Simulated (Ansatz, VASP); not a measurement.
# Two plane-wave programs on InSb

```
In Sb
1.0
     0.00000    3.22899    3.22899
     3.22899    0.00000    3.22899
     3.22899    3.22899    0.00000
In Sb
1 1
Cartesian
  0.0000 0.0000 0.0000
  1.6145 1.6145 1.6145
```

Alike in both runs: task single point; functional HSE06; k mesh 4 × 4 × 4; occupations fermi-dirac, width 0.05 eV; no spin polarisation.

|  | VASP | Ansatz |
| --- | --- | --- |
| version | VASP 6.6.1 | Ansatz 0.2.0 development build |
| potentials or method | VASP PAW PBE potentials, release 64 (In_d, Sb) | plane waves, PAW datasets (generated soft set 1) |
| plane-wave cutoff (eV) | 520 | 420 |
| valence electrons in the cell | 18 | 28 |

Ansatz gave:

| Quantity | Value |
| --- | --- |
| gap on the k mesh at the Fermi level (eV) | 0.60 |

Question: Estimate VASP's values.

Answer: gap on the k mesh at the Fermi level (eV): 0.63.

The functional is the same, so the differences come from potentials, cutoffs and numerics. VASP's potentials hold 18 valence electrons a cell and Ansatz's 28, so a difference there can come from the potentials and not from the codes.

The k mesh is coarse, so the values compare programs but aren't converged. Neither program's run includes spin-orbit coupling.
